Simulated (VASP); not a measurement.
# SrGa2B2 in VASP: notebook, part 2 of 2

VASP 6.6.1.

### 5 Single point, PBE

INCAR reads:

```
PREC = Accurate ; ENCUT = 520
EDIFF = 1E-7 ; ISMEAR = -1
SIGMA = 0.1 ; LREAL = F
LASPH = T ; NELM = 60
ALGO = Normal ; ISIF = 2
LWAVE = F ; LCHARG = F
GGA = PE ; NBANDS = 29
```

KPOINTS reads:

```
regular mesh
0
Gamma
  6 6 5
```

POSCAR reads:

```
SrGa2B2
1.0
    2.2179950000      3.8416770000      0.0000000000
   -2.2179950000      3.8416770000      0.0000000000
    0.0000000000      0.0000000000      4.7447680000
Ga B Sr
2 2 1
Direct
    0.3333000000      0.3334000000      0.4656000000
    0.6667000000      0.6666000000      0.5344000000
    0.3333000000      0.3334000000      0.1067000000
    0.6667000000      0.6666000000      0.8933000000
    0.0000000000      0.0000000000      0.0000000000
```

Potentials or basis: VASP PAW PBE potentials, release 64 (Ga_d, B, Sr_sv).

Run with:

```
> cat potpaw_PBE.64/Ga_d/POTCAR potpaw_PBE.64/B/POTCAR potpaw_PBE.64/Sr_sv/POTCAR > POTCAR
> mpirun -np 1 vasp_std > vasp.out
```

OUTCAR:

```text
PREC = Accurate
   ENCUT = 520
   EDIFF = 1E-7
   ISMEAR = -1
   LREAL = F
   LASPH = T
   NELM = 60
   ISIF = 2
   GGA = PE

 ion  position               nearest neighbor table
   1  0.333  0.333  0.466-   3 1.70   2 2.58   2 2.58   2 2.58   5 3.38   5 3.38   5 3.38   5 3.60
                             5 3.60   5 3.60
   2  0.667  0.667  0.534-   4 1.70   1 2.58   1 2.58   1 2.58   5 3.38   5 3.38   5 3.38   5 3.60
                             5 3.60   5 3.60
   3  0.333  0.333  0.107-   1 1.70   5 2.61   5 2.61   5 2.61
   4  0.667  0.667  0.893-   2 1.70   5 2.61   5 2.61   5 2.61
   5  0.000  0.000  0.000-   3 2.61   4 2.61   3 2.61   4 2.61   3 2.61   4 2.61   2 3.38   1 3.38
                             2 3.38   1 3.38   1 3.38   2 3.38   2 3.60   1 3.60   1 3.60   2 3.60

  LATTYP: Found a hexagonal cell.
 ALAT       =     4.4359873751
 C/A-ratio  =     1.0696080937

  Lattice vectors:

 A1 = (   2.2179950000,  -3.8416770000,   0.0000000000)
 A2 = (   2.2179950000,   3.8416770000,   0.0000000000)
 A3 = (   0.0000000000,   0.0000000000,   4.7447680000)

Analysis of symmetry for initial positions (statically):
=====================================================================
 Subroutine PRICEL returns:
 Original cell was already a primitive cell.

 Routine SETGRP: Setting up the symmetry group for a
 hexagonal supercell.

 Subroutine GETGRP returns: Found  4 space group operations
 (whereof  4 operations were pure point group operations)
 out of a pool of 24 trial point group operations.

The static configuration has the point symmetry C_2h.

Analysis of symmetry for dynamics (positions and initial velocities):
=====================================================================
 Subroutine PRICEL returns:
 Original cell was already a primitive cell.

 Routine SETGRP: Setting up the symmetry group for a
 hexagonal supercell.

 Subroutine GETGRP returns: Found  4 space group operations
 (whereof  4 operations were pure point group operations)
 out of a pool of 24 trial point group operations.

The dynamic configuration has the point symmetry C_2h.

 Subroutine INISYM returns: Found  4 space group operations
 (whereof  4 operations are pure point group operations),
 and found     1 'primitive' translations

----------------------------------------------------------------------------------------

                                     Primitive cell

  volume of cell :      80.8586

  direct lattice vectors                    reciprocal lattice vectors
     2.217995000  3.841677000  0.000000000     0.225428822  0.130151494  0.000000000
    -2.217995000  3.841677000  0.000000000    -0.225428822  0.130151494  0.000000000
     0.000000000  0.000000000  4.744768000     0.000000000  0.000000000  0.210758461

  length of vectors
     4.435987375  4.435987375  4.744768000     0.260302833  0.260302833  0.210758461

  position of ions in fractional coordinates (direct lattice)
     0.333300000  0.333400000  0.465600000
     0.666700000  0.666600000  0.534400000
     0.333300000  0.333400000  0.106700000
     0.666700000  0.666600000  0.893300000
     0.000000000  0.000000000  0.000000000

  ion indices of the primitive-cell ions
   primitive index   ion index
                 1           1
                 2           2
                 3           3
                 4           4
                 5           5
[... 21 lines left out ...]

 Subroutine IBZKPT returns following result:
 ===========================================

 Found     55 irreducible k-points:

 Following reciprocal coordinates:
            Coordinates               Weight
  0.000000  0.000000  0.000000      1.000000
  0.166667  0.000000  0.000000      4.000000
  0.000000  0.166667  0.000000      2.000000
  0.333333 -0.000000  0.000000      4.000000
 -0.000000  0.333333  0.000000      2.000000
  0.500000  0.000000  0.000000      2.000000
[... 16 lines left out ...]
  0.500000  0.000000  0.200000      4.000000
  0.000000  0.500000  0.200000      2.000000
 [... further k-points ...]
   k-points           NKPTS =     55   k-points in BZ     NKDIM =     55   number of bands    NBANDS=     29
   number of dos      NEDOS =    301   number of ions     NIONS =      5
   total plane-waves  NPLWV =  46656
   dimension x,y,z NGX =    36 NGY =   36 NGZ =   36
   dimension x,y,z NGXF=    72 NGYF=   72 NGZF=   72
   ions per type =               2   2   1
   NGX,Y,Z   is equivalent  to a cutoff of  13.49, 13.49, 12.61 a.u.
   NGXF,Y,Z  is equivalent  to a cutoff of  26.98, 26.98, 25.23 a.u.
 SYSTEM =  unknown system
   PREC   = accura    normal or accurate (medium, high low for compatibility)
   ISTART =      0    job   : 0-new  1-cont  2-samecut
   ICHARG =      2    charge: 1-file 2-atom 10-const
   ISPIN  =      1    spin polarized calculation?
   LNONCOLLINEAR =      F non collinear calculations
   LSORBIT =      F    spin-orbit coupling
   LASPH  =      T    aspherical Exc in radial PAW
   ENCUT  =  520.0 eV  38.22 Ry    6.18 a.u.   8.25  8.25  8.82*2*pi/ulx,y,z
   NELM   =     60;   NELMIN=  2; NELMDL= -5     # of ELM steps
   EDIFF  = 0.1E-06   stopping-criterion for ELM
   LREAL  =      F    real-space projection
   EDIFFG = 0.1E-05   stopping-criterion for IOM
   NSW    =      0    number of steps for IOM
   IBRION =     -1    ionic relax: 0-MD 1-quasi-New 2-CG
   NFREE  =      0    steps in history (QN), initial steepest desc. (CG)
   ISIF   =      2    stress and relaxation
   ISYM   =      2    0-nonsym 1-usesym 2-fastsym
   POTIM  = 0.5000    time-step for ionic-motion
   TEBEG  =    0.0;   TEEND  =   0.0 temperature during run
   PSTRESS=    0.0 pullay stress
   NELECT =      42.0000    total number of electrons
   NUPDOWN=      -1.0000    fix difference up-down
   EMIN   =  10.00;   EMAX   =-10.00  energy-range for DOS
   EFERMI =   0.00;   METHOD = LEGACY
   ISMEAR =    -1;   SIGMA  =   0.10  broadening in eV -4-tet -1-fermi 0-gaus
   EFERMI_NEDOS =   21; number of points for ismear=-14 and -15
   IALGO  =     38    algorithm
   IMIX   =      4    mixing-type and parameters
     AMIX     =   0.40;   BMIX     =  1.00
     AMIX_MAG =   1.60;   BMIX_MAG =  1.00
  volume/ion in A,a.u.               =      16.17       109.13
  Fermi-wavevector in a.u.,A,eV,Ry     =   1.315980  2.486841 23.562598  1.731802
  Thomas-Fermi vector in A             =   2.446124
   LORBIT       =      0    0 simple, 1 ext, 2 COOP (PROOUT), +10 PAW based schemes
   GGA     = PE    functional components
   LHFCALC =     F    Hartree Fock is set to
   AEXX    =    0.0000 exact exchange contribution
   IVDW    =     0    specifies the selected vdW correction
   LEPSILON=     F    determine dielectric tensor
   LRPA    =     F    only Hartree local field effects (RPA)
 non-spin polarized calculation
  energy-cutoff  :      520.00
  volume of cell :       80.86
 maximum number of plane-waves:      2202
 NGX is ok and might be reduce to    36
   NGX = 17   NGY = 17   NGZ = 17

 number of electron      42.0000030 magnetization

 Free energy of the ion-electron system (eV)
  ---------------------------------------------------
  ext. energy  EPLUGINS =         0.00000000
  ---------------------------------------------------
  free energy    TOTEN  =       -13.87650258 eV

  energy without entropy =      -13.81363788  energy(sigma->0) =      -13.84507023

 E-fermi :   4.8634     XC(G=0): -10.6249

 val. band max:        4.8435744400   @ k =   0.5000   0.0000   0.0000
 cond. band min:       4.8700258071   @ k =   0.5000   0.0000   0.2000
 fundamental gap:      0.0264513670
 Fermi energy:         4.8633967457

 k-point     1 :       0.0000    0.0000    0.0000
  band No.  band energies     occupation
      1     -29.5375      2.00000
      2     -11.7801      2.00000
      3     -11.7425      2.00000
      4     -11.7421      2.00000
      5     -10.8898      2.00000
      6     -10.6962      2.00000
[... 757 lines left out ...]
     28      11.0599      0.00000
     29      11.7812      0.00000

 [... further k-points ...]
[... 5 lines left out ...]
  --------------------------------------------------------------------------------------
  -------------------------------------------------------------------------------------
  Total        4.9104805      4.9071739     26.0832261     -0.0028569      0.0000612     -0.0001060
  in kB       97.2989569     97.2334375    516.8273640     -0.0566086      0.0012124     -0.0020994
  external PRESSURE =     237.1199195 kB  Pullay stress =       0.0000000 kB

 VOLUME and BASIS-vectors are now :
 -----------------------------------------------------------------------------
  energy-cutoff  :      520.00
  volume of cell :       80.86
      direct lattice vectors                 reciprocal lattice vectors
     2.217995000  3.841677000  0.000000000     0.225428822  0.130151494  0.000000000
    -2.217995000  3.841677000  0.000000000    -0.225428822  0.130151494  0.000000000
     0.000000000  0.000000000  4.744768000     0.000000000  0.000000000  0.210758461

 POSITION                                       TOTAL-FORCE (eV/Angst)
 -----------------------------------------------------------------------------------
     -0.00022      2.56125      2.20916         0.002187     -0.001263      7.394195
      0.00022      5.12211      2.53560        -0.002187      0.001263     -7.394195
     -0.00022      2.56125      0.50627         0.000262     -0.000151     -7.560741
      0.00022      5.12211      4.23850        -0.000262      0.000151      7.560741
      0.00000      0.00000      0.00000         0.000000      0.000000      0.000000
 -----------------------------------------------------------------------------------
    total drift:                                0.000000      0.000000     -0.000000

  FREE ENERGIE OF THE ION-ELECTRON SYSTEM (eV)
  ---------------------------------------------------
  free  energy   TOTEN  =       -13.8765025800 eV

  energy  without entropy=      -13.8136378804  energy(sigma->0) =      -13.84507023
```

OSZICAR:

```text
N       E                     dE             d eps       ncg     rms          rms(c)
DAV:   1     0.345241691428E+03    0.34524E+03   -0.20345E+04  3363   0.221E+03
DAV:   2     0.261869908347E+02   -0.31905E+03   -0.30736E+03  3373   0.514E+02
DAV:   3    -0.141692136266E+02   -0.40356E+02   -0.39379E+02  3757   0.140E+02
DAV:   4    -0.160906177734E+02   -0.19214E+01   -0.19027E+01  4905   0.282E+01
DAV:   5    -0.161698654005E+02   -0.79248E-01   -0.79107E-01  4540   0.426E+00    0.288E+01
DAV:   6    -0.138963510052E+02    0.22735E+01   -0.90089E+00  5287   0.256E+01    0.150E+01
DAV:   7    -0.138819594900E+02    0.14392E-01   -0.12150E+00  3438   0.699E+00    0.660E+00
DAV:   8    -0.138794514112E+02    0.25081E-02   -0.10408E-01  5101   0.192E+00    0.849E-01
DAV:   9    -0.138767959266E+02    0.26555E-02   -0.13312E-02  4662   0.107E+00    0.263E-01
DAV:  10    -0.138764768041E+02    0.31912E-03   -0.29042E-03  3688   0.307E-01    0.534E-02
DAV:  11    -0.138764983479E+02   -0.21544E-04   -0.42703E-04  3543   0.136E-01    0.288E-02
DAV:  12    -0.138765021410E+02   -0.37931E-05   -0.35883E-05  4904   0.471E-02    0.117E-02
DAV:  13    -0.138765027258E+02   -0.58480E-06   -0.63913E-06  4335   0.205E-02    0.446E-03
DAV:  14    -0.138765025937E+02    0.13208E-06   -0.67795E-07  3790   0.477E-03    0.103E-03
DAV:  15    -0.138765025800E+02    0.13702E-07   -0.30635E-08  2148   0.162E-03
   1 F= -.13876503E+02 E0= -.13845070E+02  d E =-.628647E-01
```

stdout:

```text
POSCAR found type information on POSCAR GaB Sr
 POSCAR found :  3 types and       5 ions
 scaLAPACK will be used
 LDA part: xc-table for (Slater+PW92), standard interpolation
 POSCAR, INCAR and KPOINTS ok, starting setup
 FFT: planning ... GRIDC
 FFT: planning ... GRID_SOFT
 FFT: planning ... GRID
 WAVECAR not read
 entering main loop
```

It took 1.7 min on 1 thread of Intel Xeon Platinum 8488C (Sapphire Rapids), shared host; peak memory 0.27 GiB.

What came out:

```yaml
Free_energy: -13.8765 eV
Pressure: 23.7 GPa
Largest_force: 7.561 eV/Å
Band_gap_on_the_k_mesh: zero (band 21 reaches 5.68 eV, above the bottom of band 22 at 4.19 eV)
```

Forces in eV/Å, atoms in the order of the input:
```
Ga   0.002 -0.001  7.394
Ga  -0.002  0.001 -7.394
B    0.000  0.000 -7.561
B    0.000  0.000  7.561
Sr   0.000  0.000  0.000
```

Levels at points of the mesh, in eV from the Fermi level:
```tsv
k point	band 18	band 19	band 20	band 21	band 22	band 23	band 24	band 25
(0.00, 0.00, 0.00)	-3.27	-3.27	-1.17	-0.03	1.36	1.37	2.44	2.52
(0.50, 0.00, 0.00)	-2.80	-2.58	-2.53	-1.95	-0.02	0.51	2.13	2.37
(0.00, 0.50, 0.00)	-2.80	-2.58	-2.53	-1.95	-0.02	0.51	2.13	2.37
```

Caveat: forces of over 1 eV/Å act on the atoms, so gaps and moduli don't describe the material at rest.

### 6 Single point, PBE, collinear spin, ferromagnetic start

INCAR reads:

```
SYSTEM = SrGa2B2
ALGO = Normal ; EDIFF = 1E-6
ENCUT = 520 ; GGA = PE
ISIF = 2 ; ISMEAR = -1
ISPIN = 2 ; LASPH = .TRUE.
LCHARG = .TRUE. ; LELF = .TRUE.
LORBIT = 11 ; LREAL = .FALSE.
LVHAR = .TRUE. ; LWAVE = .FALSE.
MAGMOM = 0.2 0.2 0.2 0.2 0.2 ; NBANDS = 33
NELM = 150 ; PREC = Accurate
SIGMA = 0.1
```

KPOINTS reads:

```
k-points
0
G
  5 5 4
  0 0 0
```

POSCAR is that of step 5.

Potentials or basis: VASP PAW PBE potentials, release 64 (Ga_d, B, Sr_sv).

Run with:

```
> cat potpaw_PBE.64/Ga_d/POTCAR potpaw_PBE.64/B/POTCAR potpaw_PBE.64/Sr_sv/POTCAR > POTCAR
> mpirun -np 1 vasp_std > vasp.out
```

It took 3.8 min on 1 thread of Oxide Virtual Turin-like, shared host; peak memory 0.29 GiB.

The run converged. Its results:

- Free energy: -13.8105 eV
- Pressure: 24.1 GPa
- Largest force: 7.580 eV/Å
- Band gap on the k mesh: zero (filled and empty bands overlap)
- Net moment: 0.00 μB per cell
- Valence electrons inside the program's atomic spheres: Ga 11.99; B 1.79; Sr 8.21

Forces in eV/Å, atoms in the order of the input:
```
Ga   0.002 -0.001  7.400
Ga  -0.002  0.001 -7.400
B    0.000  0.000 -7.580
B    0.000  0.000  7.580
Sr   0.000  0.000  0.000
```

Stress tensor (GPa, compression positive):
```
10.14 -0.01  0.00
-0.01 10.13  0.00
 0.00  0.00 52.05
```

Levels at points of the mesh, in eV from the Fermi level:
Spin up:
| k point | band 18 | band 19 | band 20 | band 21 | band 22 | band 23 | band 24 | band 25 |
| --- | --- | --- | --- | --- | --- | --- | --- | --- |
| (0.00, 0.00, 0.00) | -3.36 | -3.36 | -1.25 | -0.11 | 1.28 | 1.28 | 2.36 | 2.44 |
| (0.00, 0.00, 0.50) | -2.67 | -2.47 | -2.47 | -0.91 | -0.90 | 1.86 | 1.91 | 1.91 |
Spin down:
```tsv
k point	band 17	band 18	band 19	band 20	band 21	band 22	band 23	band 24	band 25	band 26
(0.00, 0.00, 0.00)	-4.83	-3.36	-3.36	-1.25	-0.11	1.28	1.28	2.36	2.44	2.44
(0.00, 0.00, 0.50)	-2.70	-2.67	-2.47	-2.47	-0.91	-0.90	1.86	1.91	1.91	2.61
```

Caveat: forces of over 1 eV/Å act on the atoms, so gaps and moduli don't describe the material at rest.

### 7 Overview

| spin | k mesh | smearing | gap on the mesh (eV) | pressure (GPa) | largest force (eV/Å) |
| --- | --- | --- | --- | --- | --- |
| off | 5 × 5 × 4 | fermi-dirac 0.1 eV | none | 24.1 | 7.58 |
| off | 5 × 5 × 4 | methfessel-paxton 0.025 eV | none | 24.1 | 7.64 |
| off | 6 × 6 × 5 | fermi-dirac 0.1 eV | none | 23.7 | 7.56 |
| collinear, ferromagnetic start | 5 × 5 × 4 | fermi-dirac 0.1 eV | none | 24.1 | 7.58 |

Alike in all rows: task single point; level PBE; potentials or basis VASP PAW PBE potentials, release 64 (Ga_d, B, Sr_sv); cell as given; cutoff (eV) 520.

Every run on the cell as given and a fine mesh finds a metal.

Caveats: forces of over 1 eV/Å act on the atoms, so gaps and moduli don't describe the material at rest.

Total energies depend on the potentials used, so only differences within one code and one set of settings carry meaning.
